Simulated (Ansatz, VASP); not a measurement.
**GeP5 in VASP and in Ansatz**

```
CELL_PARAMETERS angstrom
5.97272 0.00000 0.00000
-2.98636 5.17253 0.00000
0.00000 0.00000 3.34142
ATOMIC_POSITIONS crystal
Ge 0.00000 0.00000 0.00000
P 0.50000 0.00000 0.00000
P 0.00000 0.50000 0.00000
P 0.50000 0.50000 0.00000
P 0.33333 0.66667 0.50000
P 0.66667 0.33333 0.50000
```

Alike in both runs: functional PBE; k mesh 3 × 3 × 6; occupations gaussian, width 0.1 eV; no spin polarisation.

Ansatz relaxed the structure, and its values are those at the end. VASP's run is a single point on that final structure, the one shown.

```csv
,VASP,Ansatz
version,VASP 6.6.1,Ansatz 0.2.0
potentials or method,"VASP PAW PBE potentials, release 64 (Ge_d, P), cutoff 520 eV","scalar-relativistic, plane waves, PAW"
valence electrons in the cell,39,39
```

Ansatz gave:

| Item | Value |
| --- | --- |
| gap on the k mesh at the Fermi level (eV) | none |
| pressure (GPa) | 0.0 |

Question: Which values does VASP return?

Answer: gap on the k mesh at the Fermi level (eV): none; pressure (GPa): -0.2.

A gap of «none» marks a metal or a gap that the smearing closes. The functional is the same, so the differences come from potentials, cutoffs and numerics.

The k mesh is coarse, so the values compare programs but aren't converged.
